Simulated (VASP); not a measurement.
# Si12N16O (a cell with a defect) (O interstitial hop between voids) in VASP: further runs

Runs on Si12N16O (a cell with a defect) (O interstitial hop between voids). Level: PBE. Tasks: single point.

Program: VASP 6.6.1. These are calculated values, not measurements. Logs are shortened: lines on timing, memory, paths and dates and some standing lists are left out, and cuts for length are marked.

**1. The cell of the first run**

The cell holds a defect, 29 atoms: a = 7.664 Å, b = 7.664 Å, c = 5.853 Å, α = 90.00°, β = 90.00°, γ = 120.00°.

**2. Single point, PBE**

Contents of INCAR:

```
SYSTEM = Si12N16O
PREC = Accurate ; ENCUT = 520
EDIFF = 1E-6 ; ISMEAR = -1
SIGMA = 0.01 ; LREAL = .False.
LASPH = .True. ; NELM = 120
ALGO = Normal ; ISIF = 2
LWAVE = .False. ; LCHARG = .False.
GGA = PE ; NELECT = 136.0
NBANDS = 87 ; GGA_COMPAT = .False.
```

Contents of KPOINTS:

```
Automatic mesh
0
Gamma
  1 1 1
  0 0 0
```

Contents of POSCAR:

```
Si12N16O
1.0
    7.6639217138      0.0000000029      0.0000000000
   -3.8319608594      6.6371508953      0.0000000000
    0.0000000000      0.0000000000      5.8525451500
Si N O
12 16 1
Direct
    0.2347723847      0.8195351015      0.3860894384
    0.3610190235      0.1938482973      0.1072674015
    0.8096224505      0.5859678829      0.1222126350
    0.1667015526      0.3968539916      0.3715199721
    0.5947723275      0.7736581664      0.3753346779
    0.7538596573      0.1736119187      0.1227493685
    0.2071780465      0.8480364857      0.9013372475
    0.3983031333      0.2316031015      0.6163902322
    0.8194470384      0.5931140838      0.6232584641
    0.1774335530      0.4198001791      0.8705038796
    0.5796291410      0.7678246188      0.8744201083
    0.7692788467      0.1765897874      0.6242302276
    0.3310154188      0.6546992156      0.3922915520
    0.6469392815      0.3273603496      0.1234785357
    0.9635056638      0.6711359743      0.3707174686
    0.3652515815      0.9597139675      0.1537554899
    0.6619877667      0.7047805438      0.1246525437
    0.3059319029      0.2749869558      0.3649757256
    0.0262779955      0.3352737974      0.1199495456
    0.7160590798      0.0369619261      0.3771782266
    0.3217607237      0.6788281944      0.8739961427
    0.6605324154      0.3304340411      0.6107542039
    0.9504634079      0.6445387753      0.8748661032
    0.2856813147      0.9668318578      0.6302711952
    0.6748225254      0.7129207779      0.6247039637
    0.3636476083      0.3477721618      0.8562822546
    0.0295018055      0.3317851768      0.6240319444
    0.7003705971      0.0351955345      0.8703996299
    0.1245575493      0.0129537810     -0.0037305031
```

Potentials or basis: VASP PAW PBE potentials, release 64 (Si, N, O).

Run with:

```console
$ cat potpaw_PBE.64/Si/POTCAR potpaw_PBE.64/N/POTCAR potpaw_PBE.64/O/POTCAR > POTCAR
$ mpirun -np 1 vasp_gam > vasp.out
```

OUTCAR:

```text
SYSTEM = Si12N16O
   PREC = Accurate
   ENCUT = 520
   EDIFF = 1E-6
   ISMEAR = -1
   LREAL = .False.
   LASPH = .True.
   NELM = 120
   ISIF = 2
   GGA = PE
   NELECT = 136.0

 ion  position               nearest neighbor table
   1  0.235  0.820  0.386-  16 1.71  24 1.74  13 1.75  15 1.81   7 2.86   5 2.95   2 3.01   4 3.01
                             7 3.04   8 3.07   9 3.09
   2  0.361  0.194  0.107-  18 1.76  29 1.77  16 1.83  26 1.88  14 1.90   7 2.60   8 2.89   8 2.99
                             1 3.01  10 3.06   4 3.06   6 3.09
   3  0.810  0.586  0.122-  23 1.73  14 1.74  17 1.77  15 1.78   9 2.92   9 2.93   6 2.97   7 2.98
                             5 3.06  11 3.10
   4  0.167  0.397  0.372-  18 1.73  27 1.74  13 1.74  19 1.74  10 2.92  10 2.94   8 3.01   1 3.01
                            12 3.03   2 3.06   5 3.10   6 3.11
   5  0.595  0.774  0.375-  17 1.72  25 1.73  20 1.75  13 1.76  11 2.92  11 2.93   1 2.95  12 3.05
                             6 3.05   3 3.06   9 3.06   4 3.10
   6  0.754  0.174  0.123-  14 1.74  28 1.74  20 1.76  19 1.82  12 2.92  12 2.94   3 2.97   5 3.05
                            11 3.07   2 3.09   4 3.11
   7  0.207  0.848  0.901-  29 1.76  24 1.78  23 1.81  16 1.83  21 1.90   2 2.60   1 2.86   3 2.98
                             1 3.04   8 3.04   9 3.08
   8  0.398  0.232  0.616-  18 1.74  26 1.75  22 1.76  24 1.77   2 2.89   2 2.99   4 3.01   9 3.03
                             7 3.04   1 3.07  12 3.08  10 3.10
   9  0.819  0.593  0.623-  23 1.71  25 1.76  22 1.76  15 1.76   3 2.92   3 2.93  12 3.02   8 3.03
[... 8 lines left out ...]
  14  0.647  0.327  0.123-   3 1.74   6 1.74   2 1.90
  15  0.964  0.671  0.371-   9 1.76   3 1.78   1 1.81
  16  0.365  0.960  0.154-   1 1.71   7 1.83   2 1.83
  17  0.662  0.705  0.125-   5 1.72  11 1.76   3 1.77
  18  0.306  0.275  0.365-   4 1.73   8 1.74   2 1.76
[... 8 lines left out ...]
  27  0.030  0.332  0.624-   4 1.74  12 1.74  10 1.75
  28  0.700  0.035  0.870-  12 1.72   6 1.74  11 1.78
  29  0.125  0.013  0.996-   7 1.76   2 1.77

  LATTYP: Found a hexagonal cell.
 ALAT       =     7.6639217138
 C/A-ratio  =     0.7636488692

  Lattice vectors:

 A1 = (   7.6639217138,   0.0000000029,   0.0000000000)
 A2 = (  -3.8319608594,   6.6371508953,   0.0000000000)
 A3 = (   0.0000000000,   0.0000000000,   5.8525451500)

Analysis of symmetry for initial positions (statically):
=====================================================================
 Subroutine PRICEL returns:
 Original cell was already a primitive cell.

 Routine SETGRP: Setting up the symmetry group for a
 hexagonal supercell.

 Subroutine GETGRP returns: Found  1 space group operations
 (whereof  1 operations were pure point group operations)
 out of a pool of 24 trial point group operations.

The static configuration has the point symmetry C_1 .
[... 140 lines left out ...]
   LASPH  =      T    aspherical Exc in radial PAW
   ENCUT  =  520.0 eV  38.22 Ry    6.18 a.u.  14.25 14.25 10.88*2*pi/ulx,y,z
   NELM   =    120;   NELMIN=  2; NELMDL= -5     # of ELM steps
   EDIFF  = 0.1E-05   stopping-criterion for ELM
   LREAL  =      F    real-space projection
[... 7 lines left out ...]
   TEBEG  =    0.0;   TEEND  =   0.0 temperature during run
   PSTRESS=    0.0 pullay stress
   NELECT =     136.0000    total number of electrons
   NUPDOWN=      -1.0000    fix difference up-down
   EMIN   =  10.00;   EMAX   =-10.00  energy-range for DOS
   EFERMI =   0.00;   METHOD = LEGACY
   ISMEAR =    -1;   SIGMA  =   0.01  broadening in eV -4-tet -1-fermi 0-gaus
   EFERMI_NEDOS =   21; number of points for ismear=-14 and -15
   IALGO  =     38    algorithm
   IMIX   =      4    mixing-type and parameters
     AMIX     =   0.40;   BMIX     =  1.00
     AMIX_MAG =   1.60;   BMIX_MAG =  1.00
  volume/ion in A,a.u.               =      10.27        69.27
  Fermi-wavevector in a.u.,A,eV,Ry     =   1.260846  2.382653 21.629617  1.589732
  Thomas-Fermi vector in A             =   2.394335
   LORBIT       =      0    0 simple, 1 ext, 2 COOP (PROOUT), +10 PAW based schemes
   GGA     = PE    functional components
[... 5 lines left out ...]
 non-spin polarized calculation
  energy-cutoff  :      520.00
  volume of cell :      297.70
 maximum number of plane-waves:      3992
 NGX is ok and might be reduce to    60
   NGX = 29   NGY = 29   NGZ = 21

 number of electron     136.0000000 magnetization

 Free energy of the ion-electron system (eV)
  ---------------------------------------------------
  ext. energy  EPLUGINS =         0.00000000
  ---------------------------------------------------
  free energy    TOTEN  =      -213.11844516 eV

  energy without entropy =     -213.11844516  energy(sigma->0) =     -213.11844516

 E-fermi :   7.4399     XC(G=0): -10.9988

 val. band max:        7.1125598946   @ k =   0.0000   0.0000   0.0000
 cond. band min:      10.8368665782   @ k =   0.0000   0.0000   0.0000
 fundamental gap:      3.7243066837
 Fermi energy:         7.4398893878

 k-point     1 :       0.0000    0.0000    0.0000
  band No.  band energies     occupation
      1     -11.8820      2.00000
      2     -10.9228      2.00000
      3      -9.9237      2.00000
      4      -9.5732      2.00000
      5      -9.2843      2.00000
      6      -9.0670      2.00000
[... 72 lines left out ...]
     79      12.8832      0.00000
     80      13.3055      0.00000
 [bands above 80 left out]

------------------------ aborting loop because EDIFF is reached ----------------------------------------

  FORCE on cell =-STRESS in cart. coord.  units (eV):
  Direction    XX          YY          ZZ          XY          YZ          ZX
  --------------------------------------------------------------------------------------
  -------------------------------------------------------------------------------------
  Total        6.8243801     15.6996846     43.2203349     -2.1232161     -3.7223697      1.7860095
  in kB       36.7279142     84.4936333    232.6061461    -11.4268692    -20.0333031      9.6120680
  external PRESSURE =     117.9425645 kB  Pullay stress =       0.0000000 kB

 VOLUME and BASIS-vectors are now :
 -----------------------------------------------------------------------------
  energy-cutoff  :      520.00
  volume of cell :      297.70
      direct lattice vectors                 reciprocal lattice vectors
     7.663921714  0.000000003  0.000000000     0.130481500  0.075333529  0.000000000
    -3.831960859  6.637150895  0.000000000    -0.000000000  0.150667058  0.000000000
     0.000000000  0.000000000  5.852545150     0.000000000  0.000000000  0.170865833

 POSITION                                       TOTAL-FORCE (eV/Angst)
 -----------------------------------------------------------------------------------
     -1.34115      5.43938      2.25961         0.001527     -0.003624      0.018106
      2.02400      1.28660      0.62779         0.021306      0.071363      0.033882
      3.95948      3.88916      0.71525        -0.005053      0.016712      0.000146
     -0.24314      2.63398      2.17434        -0.000747     -0.002845      0.006646
      1.59366      5.13489      2.19666         0.004643      0.006811     -0.001698
      5.11225      1.15229      0.71840         0.016139     -0.013742     -0.000214
[... 21 lines left out ...]
      5.23272      0.23360      5.09405        -0.002989      0.001933      0.001145
      0.90496      0.08598      5.83071        -0.065913     -0.006446     -0.000420
 -----------------------------------------------------------------------------------
    total drift:                               -0.000426      0.000256     -0.000581

  FREE ENERGIE OF THE ION-ELECTRON SYSTEM (eV)
  ---------------------------------------------------
  free  energy   TOTEN  =      -213.1184451642 eV

  energy  without entropy=     -213.1184451642  energy(sigma->0) =     -213.11844516
```

stdout:

```text
POSCAR found type information on POSCAR SiN O
 POSCAR found :  3 types and      29 ions
 scaLAPACK will be used
 -----------------------------------------------------------------------------
|                                                                             |
|                                                                             |
|     You have a (more or less) 'large supercell' and for larger cells it     |
|     might be more efficient to use real-space projection operators.         |
|     Therefore, try LREAL= Auto in the INCAR file.                           |
|     Mind: For very accurate calculation, you might also keep the            |
|     reciprocal projection scheme (i.e. LREAL=.FALSE.).                      |
|                                                                             |
 -----------------------------------------------------------------------------

 LDA part: xc-table for (Slater+PW92), standard interpolation
 POSCAR, INCAR and KPOINTS ok, starting setup
 FFT: planning ... GRIDC
 FFT: planning ... GRID_SOFT
 FFT: planning ... GRID
 WAVECAR not read
 entering main loop
 the old and the new charge density differ
 old charge density:   134.00000 new  136.00000
    0.420E+01
```

Wall time 26 s (1 thread of Intel Xeon 6975P-C (Granite Rapids), shared host); peak memory 0.39 GiB.

What came out:

```yaml
Free_energy: -213.1184 eV
Largest_force: 0.082 eV/Å
```

Forces on the atoms (eV/Å):
```
Si   0.002 -0.004  0.018
Si   0.021  0.071  0.034
Si  -0.005  0.017  0.000
Si  -0.001 -0.003  0.007
Si   0.005  0.007 -0.002
Si   0.016 -0.014  0.000
Si   0.027 -0.050 -0.054
Si   0.001 -0.005  0.003
Si  -0.002  0.008  0.004
Si  -0.004 -0.011 -0.003
Si   0.013  0.010  0.005
Si   0.007 -0.004 -0.004
N   -0.002 -0.005  0.000
N   -0.003 -0.005  0.002
N    0.000 -0.004 -0.004
N    0.005 -0.003  0.009
N    0.006 -0.006  0.002
N   -0.001  0.006 -0.007
N   -0.002  0.006  0.002
N   -0.009 -0.001  0.001
N   -0.001  0.000  0.001
N    0.005 -0.004 -0.001
N    0.001  0.007 -0.001
N    0.004 -0.001 -0.003
N   -0.003 -0.006 -0.004
N   -0.006 -0.005 -0.002
N   -0.003  0.003 -0.004
N   -0.003  0.002  0.001
O   -0.066 -0.006  0.000
```

Levels at points of the mesh, in eV from the Fermi level:
```
           k point  band 66  band 67  band 68  band 69  band 70  band 71
(0.00, 0.00, 0.00)    -0.83    -0.56    -0.33     3.40     3.61     3.79
```

Caveat: the k points lie up to 1.07 Å⁻¹ apart; the cell carries a net charge on a neutralising background, which shifts energy and pressure; the cell is charged against a uniform background, so pressure and absolute levels hang on convention.

**3. Single point, PBE**

Contents of INCAR:

```
  PREC = Accurate
  ENCUT = 520
  EDIFF = 1E-6
  ISMEAR = -1
  SIGMA = 0.01
  LREAL = False
  LASPH = True
  NELM = 120
  ALGO = Normal
  ISIF = 2
  LWAVE = False
  LCHARG = False
  GGA = PE
  NELECT = 136.0
  NBANDS = 87
  GGA_COMPAT = False
```

Contents of KPOINTS:

```
Automatic mesh
0
Gamma
  1 1 1
```

Contents of POSCAR:

```
Si12N16O
1.0
    7.6639217100      0.0000000000      0.0000000000
   -3.8319608600      6.6371509000      0.0000000000
    0.0000000000      0.0000000000      5.8525451500
Si N O
12 16 1
Direct
    0.2277883508      0.8202711278      0.3742576907
    0.4167587199      0.2356916742      0.1371918195
    0.8225861554      0.5955850623      0.1264058303
    0.1681289044      0.3991239961      0.3675278127
    0.5941867818      0.7701017570      0.3753245734
    0.7712489298      0.1674712187      0.1226282881
    0.2251554187      0.8104829970      0.8732582082
    0.3605232275      0.2079500916      0.6523751354
    0.8132925673      0.5804347184      0.6255323739
    0.1685865671      0.3618924508      0.8583838876
    0.5817198798      0.7546590023      0.8738640876
    0.7590768203      0.1782639043      0.6216206814
    0.3315890620      0.6613671349      0.3618025814
    0.6778050000      0.3318374594      0.1434490337
    0.9633787756      0.6755621950      0.3757617338
    0.2938100014      0.9643713752      0.1217428484
    0.6806337500      0.7169372121      0.1282910791
    0.3202838423      0.2865214549      0.3813554061
    0.0323320329      0.3067148888      0.1160760920
    0.6991548495      0.0303148675      0.3751335370
    0.3210530079      0.6477631190      0.8745479760
    0.6444204849      0.3226080101      0.6250992052
    0.9587291141      0.6628088721      0.8757444943
    0.3074085376      0.9512934578      0.6258554263
    0.6667376709      0.7012590030      0.6215086541
    0.4071155139      0.3662791242      0.9049470295
    0.0173109878      0.3644873246      0.6074079347
    0.6923071465      0.0270424819      0.8710692821
    0.1131076910      0.1253911373     -0.2525294473
```

Potentials or basis: VASP PAW PBE potentials, release 64 (Si, N, O).

Run with:

```console
$ cat potpaw_PBE.64/Si/POTCAR potpaw_PBE.64/N/POTCAR potpaw_PBE.64/O/POTCAR > POTCAR
$ mpirun -np 1 vasp_gam > vasp.out
```

Run time: 26 s. Hardware: 1 thread of Intel Xeon 6975P-C (Granite Rapids), shared host; peak memory 0.4 GiB.

Results (log left out):

| Property | Result |
| --- | --- |
| Free energy | -213.1184 eV |
| Largest force | 0.077 eV/Å |

Forces in eV/Å, atoms in the order of the input:
```
Si  -0.005  0.002  0.004
Si   0.001 -0.008  0.015
Si   0.000  0.009  0.000
Si   0.003  0.001 -0.008
Si   0.005  0.005  0.001
Si   0.003  0.000  0.006
Si  -0.015  0.005 -0.001
Si   0.063  0.013 -0.038
Si  -0.002  0.021  0.001
Si  -0.036  0.055  0.038
Si   0.020  0.002 -0.003
Si   0.004 -0.017 -0.004
N    0.004 -0.001  0.001
N   -0.003 -0.003 -0.003
N    0.002 -0.003 -0.001
N    0.005  0.000 -0.001
N   -0.002 -0.008  0.000
N    0.005  0.000  0.002
N   -0.001  0.006 -0.004
N   -0.003  0.000  0.001
N   -0.003 -0.002  0.001
N   -0.008 -0.005  0.003
N    0.002  0.000  0.001
N   -0.009  0.003  0.004
N   -0.005 -0.002 -0.001
N   -0.004 -0.014 -0.012
N    0.006 -0.012 -0.001
N   -0.001  0.007 -0.001
O   -0.028 -0.056 -0.001
```

Levels at points of the mesh, in eV from the Fermi level:
| k point | band 64 | band 65 | band 66 | band 67 | band 68 | band 69 | band 70 | band 71 | band 72 | band 73 |
| --- | --- | --- | --- | --- | --- | --- | --- | --- | --- | --- |
| (0.00, 0.00, 0.00) | -1.15 | -1.08 | -0.82 | -0.55 | -0.32 | 3.40 | 3.62 | 3.79 | 3.87 | 4.07 |

Caveat: the k points lie up to 1.07 Å⁻¹ apart; the cell carries a net charge on a neutralising background, which shifts energy and pressure; the cell is charged against a uniform background, so pressure and absolute levels hang on convention.
